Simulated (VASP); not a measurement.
**Zn3BH4: single point with PBE**

Zn3BH4:

```
Zn B H
1.0
     4.58464    0.00000    0.00000
     0.00000    4.58464    0.00000
     0.00000    0.00000    4.58464
Zn B H
3 1 4
Direct
  0.00000 0.00000 0.50000
  0.00000 0.50000 0.00000
  0.50000 0.00000 0.00000
  0.50000 0.50000 0.50000
  0.65521 0.65521 0.34479
  0.65521 0.34479 0.65521
  0.34479 0.65521 0.65521
  0.34479 0.34479 0.34479
```

```
Program             : VASP 6.6.1
Task                : single point
Functional          : PBE
Potentials or basis : VASP PAW PBE potentials, release 64 (Zn, B, H)
Cutoff              : 520 eV
k mesh              : 8 × 8 × 8
Occupations         : gaussian, width 0.1 eV
Spin                : no spin polarisation
```

```json
{"Pressure": "0.0 GPa", "Largest force": "0.010 eV/Å"}
```

Forces in eV/Å, atoms in the order of the input:
```
Zn   0.000  0.000  0.000
Zn   0.000  0.000  0.000
Zn   0.000  0.000  0.000
B    0.000  0.000  0.000
H    0.006  0.006 -0.006
H    0.006 -0.006  0.006
H   -0.006  0.006  0.006
H   -0.006 -0.006 -0.006
```

Levels at points of the mesh, in eV from the Fermi level:
```
           k point  band 17  band 18  band 19  band 20  band 21  band 22  band 23  band 24  band 25  band 26
(0.00, 0.00, 0.00)    -4.23    -4.23    -4.23    -3.59     0.31     0.31     3.03     3.03     3.03     6.56
(0.50, 0.00, 0.00)    -6.19    -3.76    -3.76    -1.80    -0.85     1.04     1.97     1.97     3.46     5.38
(0.50, 0.50, 0.00)    -5.23    -5.23    -4.43    -2.27     0.05     0.05     1.89     3.51     3.51     3.93
(0.50, 0.50, 0.50)    -4.88    -4.88    -4.88    -1.80    -1.80    -1.80    -1.14     4.13     4.13     4.13
```

Run time: 64 s on 1 thread of AMD EPYC 9R45 96-Core Processor (Zen 5), with other jobs on the host, peak memory 0.23 GiB.
